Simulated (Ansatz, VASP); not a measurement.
Two plane-wave programs on Sn

The input INCAR:

```
PREC = Accurate
ENCUT = 520
EDIFF = 1E-6
ISMEAR = 0
SIGMA = 0.15
LREAL = F
LASPH = T
NELM = 60
ALGO = Fast
ISIF = 2
LWAVE = F
LCHARG = F
GGA = PS
NBANDS = 21
```

File KPOINTS:

```
regular mesh
0
Gamma
  14 14 14
```

The input POSCAR:

```
Sn
1.0
    0.0000000000      3.2900657995      3.1584631675
    3.2900657995      0.0000000000      3.1584631675
    3.2900657995      3.2900657995      0.0000000000
Sn
2
Direct
    0.5000000000      0.5000000000      0.5000000000
    0.7500000000      0.7500000000      0.7500000000
```

Input for Ansatz:

```yaml
crystal:
  lattice:
    - [0.0, 3.2900657995, 3.1584631675]
    - [3.2900657995, 0.0, 3.1584631675]
    - [3.2900657995, 3.2900657995, 0.0]
  atoms:
    - { symbol: Sn, position: [0.5, 0.5, 0.5] }
    - { symbol: Sn, position: [0.75, 0.75, 0.75] }
basis:
  ecutwfc: 420
kpoints:
  mp_grid: { grid: [14, 14, 14] }
hamiltonian:
  xc: pbesol
scf:
  occupations: { method: gaussian, width: 0.15 }
output:
  forces: true
  stress: true
  eigenvalues: true
```

Alike in both runs: task single point; functional PBEsol; k mesh 14 × 14 × 14; occupations gaussian, width 0.15 eV; no spin polarisation.

|  | VASP | Ansatz |
| --- | --- | --- |
| version | VASP 6.6.1 | Ansatz 0.2.0 |
| potentials or method | VASP PAW PBE potentials, release 64 (Sn_d), cutoff 520 eV | scalar-relativistic, plane waves, PAW |
| valence electrons in the cell | 28 | 28 |

Ansatz gave:

```
gap on the k mesh at the Fermi level (eV)                     : none
pressure (GPa)                                                : 1.0
traceless stress, the component that is largest in VASP (GPa) : 0.77
```

Question: What did VASP give for the same quantities?

Answer: gap on the k mesh at the Fermi level (eV): none; pressure (GPa): 0.9; traceless stress, the component that is largest in VASP (GPa): 0.77.

VASP's potentials were made for PBE, not for PBEsol. A gap of «none» marks a metal or a gap that the smearing closes. With one functional, cell and mesh, what is left measures potentials, basis and numerics.
